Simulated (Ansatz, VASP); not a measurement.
Mo2Se2S in VASP and in Ansatz

```
CELL_PARAMETERS angstrom
4.57864 0.00000 0.00000
-2.28932 3.96521 0.00000
0.00000 0.00000 5.52825
ATOMIC_POSITIONS crystal
Mo 0.66667 0.33333 0.80289
Mo 0.66667 0.33333 0.19711
Se 0.00000 0.00000 0.00000
Se 0.33333 0.66667 0.00000
S 0.00000 0.00000 0.50000
```

Alike in both runs: functional PBE; k mesh 3 × 3 × 2; occupations gaussian, width 0.15 eV; collinear spin.

Ansatz relaxed the structure, and its values are those at the end. VASP's run is a single point on that final structure, the one shown.

|  | VASP | Ansatz |
| --- | --- | --- |
| version | VASP 6.6.1 | Ansatz 0.2.0 |
| potentials or method | VASP PAW PBE potentials, release 64 (Mo_sv, Se, S), cutoff 500 eV | scalar-relativistic, plane waves, PAW |
| valence electrons in the cell | 46 | 66 |

```csv
,VASP,Ansatz,Ansatz less VASP
gap on the k mesh at the Fermi level (eV),none,none,-
pressure (GPa),0.5,0.1,-0.41
rms of the force components (eV/Å),0.115,0.017,-0.0987
net moment per atom (μB),0.00,0.00,0.000
```

A gap of «none» marks a metal or a gap that the smearing closes. VASP's potentials hold 46 valence electrons a cell and Ansatz's 66, so a difference there can come from the potentials and not from the codes. Ansatz's warnings: seeded moment not kept.

The k mesh is coarse, so the values compare programs but aren't converged.
